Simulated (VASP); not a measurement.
Input of a VASP 6.6.1 run:

The input POSCAR:

```
SmPN2
1.0
    0.0000000000     -2.1335224500      3.3878573400
    1.3847619200     -1.6230685600     -3.3878573400
    4.4030636700      1.6230685600      3.3878573400
Sm P N
1 1 2
Direct
    0.0000000000      0.0000000000      0.0000000000
    0.5000000000      0.5000000000      0.5000000000
    0.5850000000      0.4150000000      0.2450000000
    0.4150000000      0.5850000000      0.7550000000
```

INCAR.step1

```
PREC     = Accurate       # precision mode
ENCUT    = 520            # plane-wave cutoff, eV
EDIFF    = 1E-5           # SCF threshold, eV
ISMEAR   = -1             # smearing method
SIGMA    = 0.1            # smearing width, eV
LREAL    = False          # projectors in reciprocal space
LASPH    = True           # aspherical terms in the spheres
NELM     = 150            # most SCF steps
ALGO     = Normal         # electronic algorithm
ISIF     = 2              # what is computed and relaxed
LWAVE    = True           # write WAVECAR
ISPIN    = 2              # spin polarisation
MAGMOM   = 5.81 0 0 0     # initial moments
LORBIT   = 11             # projections on sites
LMAXMIX  = 6              # l up to which the mixer works
NBANDS   = 28             # bands
GGA      = PE             # functional
LUSENCCL = False
```

Contents of INCAR.step2:

```
PREC     = Accurate       # precision mode
ENCUT    = 520            # plane-wave cutoff, eV
EDIFF    = 1E-6           # SCF threshold, eV
ISMEAR   = -1             # smearing method
SIGMA    = 0.1            # smearing width, eV
LREAL    = False          # projectors in reciprocal space
LASPH    = True           # aspherical terms in the spheres
NELM     = 150            # most SCF steps
ALGO     = Normal         # electronic algorithm
ISIF     = 2              # what is computed and relaxed
LWAVE    = False          # write WAVECAR
LCHARG   = True           # write CHGCAR
ISPIN    = 2              # spin polarisation
MAGMOM   = 5.81 0 0 0     # initial moments
LORBIT   = 11             # projections on sites
LMAXMIX  = 6              # l up to which the mixer works
GGA      = PE             # functional
LHFCALC  = True           # exact exchange
HFSCREEN = 0.2079         # screening, 1/A
PRECFOCK = Normal       
LELF     = True           # ELF
LVHAR    = True         
NBANDS   = 28             # bands
ISTART   = 1            
LUSENCCL = False
```

File KPOINTS:

```
Automatic mesh
0
Gamma
  3 3 3
```

Potentials or basis: VASP PAW PBE potentials, release 64 (Sm, P, N).

Command:

```console
$ cat potpaw_PBE.64/Sm/POTCAR potpaw_PBE.64/P/POTCAR potpaw_PBE.64/N/POTCAR > POTCAR
$ cp INCAR.step1 INCAR
$ mpirun -np 1 vasp_std > vasp.out
$ cp INCAR.step2 INCAR
$ mpirun -np 1 vasp_std > vasp.out
```

Q: Predict the net moment.

A: 6.55 μB per cell.

Q: Predict the site moments.

A: Sm +5.72; P +0.03; N +0.04 μB.

Q: Estimate the largest force.

A: 14.156 eV/Å.

Forces on the atoms (eV/Å):
```
Sm    0.000   0.000   0.000
P     0.000   0.000   0.000
N   -12.978  -4.784  -3.013
N    12.978   4.784   3.013
```

Caveat: the k points lie up to 0.62 Å⁻¹ apart; the magnetic or orbital state may not be the lowest; the PAW data sets were made with another functional, which shifts forces and pressure a little. The state reached can hang on the start; a lower one may exist.
